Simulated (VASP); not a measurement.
# C in VASP: further runs

Runs on C. Level: PBE+D3(BJ). Tasks: single point.

Everything below comes from runs of VASP 6.6.1. Logs are shortened: lines on timing, memory, paths and dates and some standing lists are left out, and cuts for length are marked.

### Step 1. The cell of the first run

It takes space group Cmmm (No. 65, orthorhombic). The conventional cell has a = 2.526 Å, b = 4.376 Å, c = 3.661 Å, α = 90.00°, β = 90.00°, γ = 90.00°. C (site symmetry m2m) has 3 C at 1.38 to 1.50 Å within 1.8 Å.

### Step 2. Single point, PBE+D3(BJ)

Input file INCAR:

```
SYSTEM = C
  PREC = Accurate
  ENCUT = 520
  EDIFF = 1E-6
  ISMEAR = 0
  SIGMA = 0.15
  LREAL = .False.
  LASPH = .True.
  NELM = 60
  ALGO = Normal
  ISIF = 2
  LWAVE = .False.
  LCHARG = .True.
  GGA = PE
  IVDW = 12
  LELF = .True.
  LVHAR = .True.
  NBANDS = 11
```

Input file KPOINTS:

```
regular mesh
0
Gamma
  21 21 12
  0 0 0
```

Input file POSCAR:

```
C
1.0
    2.5262765552      0.0000000000      0.0000000000
   -1.2631382776      2.1878196737      0.0000000000
    0.0000000000      0.0000000000      3.6612690175
C
2
Direct
    0.3427033926      0.6854067852      0.0000000000
    0.6572966074      0.3145932148      0.0000000000
```

Potentials or basis: VASP PAW PBE potentials, release 64 (C).

Launch:

```bash
cat potpaw_PBE.64/C/POTCAR > POTCAR
mpirun -np 1 vasp_std > vasp.out
```

OUTCAR:

```text
SYSTEM = C
   PREC = Accurate
   ENCUT = 520
   EDIFF = 1E-6
   ISMEAR = 0
   LREAL = .False.
   LASPH = .True.
   NELM = 60
   ISIF = 2
   GGA = PE
   IVDW = 12
 IVDW          = 12

 ion  position               nearest neighbor table
   1  0.343  0.685  0.000-   2 1.38   2 1.50   2 1.50
   2  0.657  0.315  0.000-   1 1.38   1 1.50   1 1.50

  LATTYP: Found a hexagonal cell.
 ALAT       =     2.5262765552
 C/A-ratio  =     1.4492748270

  Lattice vectors:

 A1 = (   2.5262765552,   0.0000000000,   0.0000000000)
 A2 = (  -1.2631382776,   2.1878196737,   0.0000000000)
 A3 = (   0.0000000000,   0.0000000000,   3.6612690175)

Analysis of symmetry for initial positions (statically):
=====================================================================
 Subroutine PRICEL returns:
 Original cell was already a primitive cell.

 Routine SETGRP: Setting up the symmetry group for a
 hexagonal supercell.

 Subroutine GETGRP returns: Found  8 space group operations
 (whereof  8 operations were pure point group operations)
 out of a pool of 24 trial point group operations.

The static configuration has the point symmetry D_2h.

Analysis of symmetry for dynamics (positions and initial velocities):
=====================================================================
 Subroutine PRICEL returns:
 Original cell was already a primitive cell.

 Routine SETGRP: Setting up the symmetry group for a
 hexagonal supercell.

 Subroutine GETGRP returns: Found  8 space group operations
 (whereof  8 operations were pure point group operations)
 out of a pool of 24 trial point group operations.

The dynamic configuration has the point symmetry D_2h.

 Subroutine INISYM returns: Found  8 space group operations
 (whereof  8 operations are pure point group operations),
 and found     1 'primitive' translations

----------------------------------------------------------------------------------------

                                     Primitive cell

  volume of cell :      20.2360

  direct lattice vectors                    reciprocal lattice vectors
     2.526276555  0.000000000  0.000000000     0.395839481  0.228538031  0.000000000
    -1.263138278  2.187819674  0.000000000     0.000000000  0.457076062  0.000000000
     0.000000000  0.000000000  3.661269018     0.000000000  0.000000000  0.273129343

  length of vectors
     2.526276555  2.526276555  3.661269018     0.457076062  0.457076062  0.273129343

  position of ions in fractional coordinates (direct lattice)
     0.342703393  0.685406785  0.000000000
     0.657296607  0.314593215  0.000000000

  ion indices of the primitive-cell ions
   primitive index   ion index
                 1           1
                 2           2

----------------------------------------------------------------------------------------

 KPOINTS: regular mesh

Automatic generation of k-mesh.
 Grid dimensions read from file:
 generate k-points for:   21   21   12

 Generating k-lattice:

  Cartesian coordinates                     Fractional coordinates (reciprocal lattice)
     0.018849499  0.010882763  0.000000000     0.047619048 -0.000000000  0.000000000
     0.000000000  0.021765527  0.000000000     0.000000000  0.047619048  0.000000000
     0.000000000  0.000000000  0.022760779     0.000000000  0.000000000  0.083333333

  Length of vectors
     0.021765527  0.021765527  0.022760779

  Shift w.r.t. Gamma in fractional coordinates (k-lattice)
     0.000000000  0.000000000  0.000000000

 Subroutine IBZKPT returns following result:
 ===========================================

 Found    847 irreducible k-points:

 Following reciprocal coordinates:
            Coordinates               Weight
  0.000000  0.000000  0.000000      1.000000
  0.047619  0.000000  0.000000      4.000000
  0.000000  0.047619  0.000000      2.000000
  0.095238  0.000000  0.000000      4.000000
  0.000000  0.095238  0.000000      2.000000
  0.142857  0.000000  0.000000      4.000000
[... 16 lines left out ...]
 -0.095238  0.047619  0.000000      2.000000
  0.095238  0.047619  0.000000      4.000000
 [... further k-points ...]
   k-points           NKPTS =    847   k-points in BZ     NKDIM =    847   number of bands    NBANDS=     11
   number of dos      NEDOS =    301   number of ions     NIONS =      2
   total plane-waves  NPLWV =  11200
   dimension x,y,z NGX =    20 NGY =   20 NGZ =   28
   dimension x,y,z NGXF=    40 NGYF=   40 NGZF=   56
   ions per type =               2
   NGX,Y,Z   is equivalent  to a cutoff of  13.16, 13.16, 12.71 a.u.
   NGXF,Y,Z  is equivalent  to a cutoff of  26.32, 26.32, 25.43 a.u.
 SYSTEM =  C
   PREC   = accura    normal or accurate (medium, high low for compatibility)
   ISTART =      0    job   : 0-new  1-cont  2-samecut
   ICHARG =      2    charge: 1-file 2-atom 10-const
   ISPIN  =      1    spin polarized calculation?
   LNONCOLLINEAR =      F non collinear calculations
   LSORBIT =      F    spin-orbit coupling
   LASPH  =      T    aspherical Exc in radial PAW
   ENCUT  =  520.0 eV  38.22 Ry    6.18 a.u.   4.70  4.70  6.81*2*pi/ulx,y,z
   NELM   =     60;   NELMIN=  2; NELMDL= -5     # of ELM steps
   EDIFF  = 0.1E-05   stopping-criterion for ELM
   LREAL  =      F    real-space projection
   EDIFFG = 0.1E-04   stopping-criterion for IOM
   NSW    =      0    number of steps for IOM
   IBRION =     -1    ionic relax: 0-MD 1-quasi-New 2-CG
   NFREE  =      0    steps in history (QN), initial steepest desc. (CG)
   ISIF   =      2    stress and relaxation
   ISYM   =      2    0-nonsym 1-usesym 2-fastsym
   POTIM  = 0.5000    time-step for ionic-motion
   TEBEG  =    0.0;   TEEND  =   0.0 temperature during run
   PSTRESS=    0.0 pullay stress
   NELECT =       8.0000    total number of electrons
   NUPDOWN=      -1.0000    fix difference up-down
   EMIN   =  10.00;   EMAX   =-10.00  energy-range for DOS
   EFERMI =   0.00;   METHOD = LEGACY
   ISMEAR =     0;   SIGMA  =   0.15  broadening in eV -4-tet -1-fermi 0-gaus
   EFERMI_NEDOS =   21; number of points for ismear=-14 and -15
   IALGO  =     38    algorithm
   IMIX   =      4    mixing-type and parameters
     AMIX     =   0.40;   BMIX     =  1.00
     AMIX_MAG =   1.60;   BMIX_MAG =  1.00
  volume/ion in A,a.u.               =      10.12        68.28
  Fermi-wavevector in a.u.,A,eV,Ry     =   1.201518  2.270539 19.641977  1.443645
  Thomas-Fermi vector in A             =   2.337324
   LORBIT       =      0    0 simple, 1 ext, 2 COOP (PROOUT), +10 PAW based schemes
   GGA     = PE    functional components
   LHFCALC =     F    Hartree Fock is set to
   AEXX    =    0.0000 exact exchange contribution
   IVDW    =    12    specifies the selected vdW correction
   LEPSILON=     F    determine dielectric tensor
   LRPA    =     F    only Hartree local field effects (RPA)
 non-spin polarized calculation
 Gauss-broadening in eV      SIGMA  =   0.15
  energy-cutoff  :      520.00
  volume of cell :       20.24
 maximum number of plane-waves:       571
   NGX =  9   NGY =  9   NGZ = 13

 number of electron       8.0000001 magnetization

 Free energy of the ion-electron system (eV)
  ---------------------------------------------------
  ext. energy  EPLUGINS =         0.00000000
  ---------------------------------------------------
  free energy    TOTEN  =       -18.20364759 eV

  energy without entropy =      -18.20304063  energy(sigma->0) =      -18.20334411

 E-fermi :   3.4858     XC(G=0):  -9.5691

 val. band max:        3.4823742045   @ k =  -0.2857  -0.3810   0.0000
 cond. band min:       3.4964324577   @ k =  -0.2381  -0.3810   0.0000
 fundamental gap:      0.0140582532
 Fermi energy:         3.4857585222

 k-point     1 :       0.0000    0.0000    0.0000
  band No.  band energies     occupation
      1     -15.4851      2.00000
      2      -2.9427      2.00000
      3      -0.6129      2.00000
      4       1.6622      2.00000
      5       7.5001      0.00000
      6       9.8783      0.00000
      7      12.6750      0.00000
      8      14.2861      0.00000
      9      14.5936      0.00000
     10      24.8235      0.00000
     11      25.8809      0.00000

 k-point     2 :       0.0476    0.0000    0.0000
  band No.  band energies     occupation
      1     -15.4335      2.00000
      2      -2.8852      2.00000
      3      -0.7279      2.00000
      4       1.4401      2.00000
      5       7.5627      0.00000
      6       9.9599      0.00000
      7      12.8930      0.00000
      8      14.1331      0.00000
      9      14.6546      0.00000
     10      24.9746      0.00000
     11      25.7897      0.00000

 k-point     3 :       0.0000    0.0476    0.0000
  band No.  band energies     occupation
      1     -15.4341      2.00000
      2      -2.8824      2.00000
      3      -0.7893      2.00000
      4       1.5076      2.00000
      5       7.5644      0.00000
      6      10.1425      0.00000
      7      12.6029      0.00000
      8      14.1043      0.00000
      9      14.7377      0.00000
     10      24.9964      0.00000
     11      25.8737      0.00000

 k-point     4 :       0.0952    0.0000    0.0000
  band No.  band energies     occupation
      1     -15.2791      2.00000
      2      -2.7132      2.00000
      3      -1.0665      2.00000
      4       0.8498      2.00000
      5       7.7519      0.00000
      6      10.1455      0.00000
      7      13.4999      0.00000
      8      13.6886      0.00000
      9      14.8718      0.00000
     10      25.3748      0.00000
     11      25.4866      0.00000
[... 239 lines left out ...]
 k-point    22 :       0.0476    0.0476    0.0000
  band No.  band energies     occupation
      1     -15.3317      2.00000
      2      -2.7647      2.00000
      3      -1.0701      2.00000
      4       1.1603      2.00000
      5       7.6921      0.00000
      6      10.4316      0.00000
      7      12.7549      0.00000
      8      13.7804      0.00000
      9      14.9596      0.00000
     10      25.2945      0.00000
     11      25.7506      0.00000

 k-point    23 :      -0.0952    0.0476    0.0000
  band No.  band energies     occupation
      1     -15.3300      2.00000
      2      -2.7732      2.00000
      3      -0.8924      2.00000
      4       0.9683      2.00000
      5       7.6860      0.00000
      6       9.9640      0.00000
      7      13.5586      0.00000
      8      13.8620      0.00000
      9      14.6923      0.00000
     10      25.2318      0.00000
     11      25.4956      0.00000

 k-point    24 :       0.0952    0.0476    0.0000
  band No.  band energies     occupation
      1     -15.1268      2.00000
      2      -2.5337      2.00000
      3      -1.5490      2.00000
      4       0.5072      2.00000
      5       7.9479      0.00000
      6      10.6781      0.00000
      7      13.1940      0.00000
      8      13.3150      0.00000
      9      15.3945      0.00000
     10      25.3569      0.00000
     11      25.7517      0.00000

 [... further k-points ...]

------------------------ aborting loop because EDIFF is reached ----------------------------------------

 Edisp (eV)   -0.27597

 E8    (eV) :    -0.0774

  FORCE on cell =-STRESS in cart. coord.  units (eV):
  Direction    XX          YY          ZZ          XY          YZ          ZX
  --------------------------------------------------------------------------------------
  -------------------------------------------------------------------------------------
  Total      -3.29709    -2.18810    -0.05904     0.00000     0.00000     0.00000
  in kB    -261.04647  -173.24258    -4.67450     0.00000     0.00000     0.00000
  external pressure =     -146.32 kB  Pullay stress =        0.00 kB

 VOLUME and BASIS-vectors are now :
 -----------------------------------------------------------------------------
  energy-cutoff  :      520.00
  volume of cell :       20.24
      direct lattice vectors                 reciprocal lattice vectors
     2.526276555  0.000000000  0.000000000     0.395839481  0.228538031  0.000000000
    -1.263138278  2.187819674  0.000000000     0.000000000  0.457076062  0.000000000
     0.000000000  0.000000000  3.661269018     0.000000000  0.000000000  0.273129343

 POSITION                                       TOTAL-FORCE (eV/Angst)
 -----------------------------------------------------------------------------------
      0.00000      1.49955      0.00000         0.000000     -3.968281      0.000000
      1.26314      0.68827      0.00000        -0.000000      3.968281      0.000000
 -----------------------------------------------------------------------------------
    total drift:                               -0.000000     -0.000000     -0.000000

  FREE ENERGIE OF THE ION-ELECTRON SYSTEM (eV)
  ---------------------------------------------------
  free  energy   TOTEN  =       -18.4796162203 eV

  energy  without entropy=      -18.4790092599  energy(sigma->0) =      -18.47931274
```

Wall time 67 s (1 thread of Intel Xeon Platinum 8559C (Emerald Rapids), shared host); peak memory 0.26 GiB.

Results:

- Free energy: -18.4796 eV
- Pressure: -14.6 GPa
- Largest force: 3.968 eV/Å
- Band gap on the k mesh: zero (band 4 reaches 3.50 eV, above the bottom of band 5 at 3.42 eV)
- Dispersion energy per atom: -0.138 eV

Forces on the atoms (eV/Å):
```
C    0.000 -3.968  0.000
C    0.000  3.968  0.000
```

Stress tensor (GPa, compression positive):
```
-26.10   0.00   0.00
  0.00 -17.32   0.00
  0.00   0.00  -0.47
```

Levels at points of the mesh, in eV from the Fermi level:
| k point | band 1 | band 2 | band 3 | band 4 | band 5 | band 6 | band 7 | band 8 | band 9 |
| --- | --- | --- | --- | --- | --- | --- | --- | --- | --- |
| (0.00, 0.00, 0.00) | -18.97 | -6.43 | -4.10 | -1.82 | 4.01 | 6.39 | 9.19 | 10.80 | 11.11 |
| (0.00, 0.00, 0.50) | -18.82 | -7.70 | -4.08 | -1.80 | 6.44 | 8.96 | 9.26 | 10.58 | 11.29 |

Caveat: forces of over 1 eV/Å act on the atoms, so gaps and moduli don't describe the material at rest.

### Step 3. Single point, PBE+D3(BJ)

Input file INCAR:

```
PREC = Accurate
ENCUT = 520
EDIFF = 1E-6
ISMEAR = 0
SIGMA = 0.15
LREAL = F
LASPH = T
NELM = 100
ALGO = Normal
ISIF = 2
LWAVE = F
LCHARG = F
GGA = PE
IVDW = 12
NBANDS = 11
```

Input file KPOINTS:

```
regular mesh
0
Gamma
  21 21 12
```

Input file POSCAR:

```
C
1.0
    2.5262765552      0.0000000000      0.0000000000
   -1.2631382776      2.1878196737      0.0000000000
    0.0000000000      0.0000000000      3.6612690175
C
2
Direct
    0.3239632741      0.6479265481      0.0000000000
    0.6760367259      0.3520734519      0.0000000000
```

Potentials or basis: VASP PAW PBE potentials, release 64 (C).

Launch:

```bash
cat potpaw_PBE.64/C/POTCAR > POTCAR
mpirun -np 1 vasp_std > vasp.out
```

Wall time 66 s (1 thread of Intel Xeon Platinum 8559C (Emerald Rapids), shared host); peak memory 0.26 GiB.

It converged, with:

| Quantity | Value |
| --- | --- |
| Free energy | -18.4975 eV |
| Pressure | -15.1 GPa |
| Largest force | 3.312 eV/Å |
| Band gap on the k mesh | zero (band 4 reaches 3.59 eV, above the bottom of band 5 at 3.45 eV) |
| Dispersion energy per atom | -0.138 eV |

Forces on the atoms (eV/Å):
```
C    0.000  3.312  0.000
C    0.000 -3.312  0.000
```

Stress tensor (GPa, compression positive):
```
-19.21   0.00   0.00
  0.00 -25.53   0.00
  0.00   0.00  -0.48
```

Levels at points of the mesh, in eV from the Fermi level:
```tsv
k point	band 2	band 3	band 4	band 5	band 6	band 7
(0.00, 0.00, 0.00)	-6.45	-4.16	-1.82	3.99	6.33	9.40
(0.00, 0.00, 0.50)	-7.73	-4.15	-1.80	6.37	8.94	9.46
```

Caveat: forces of over 1 eV/Å act on the atoms, so gaps and moduli don't describe the material at rest.

(Part 1 of 2 ends here.)
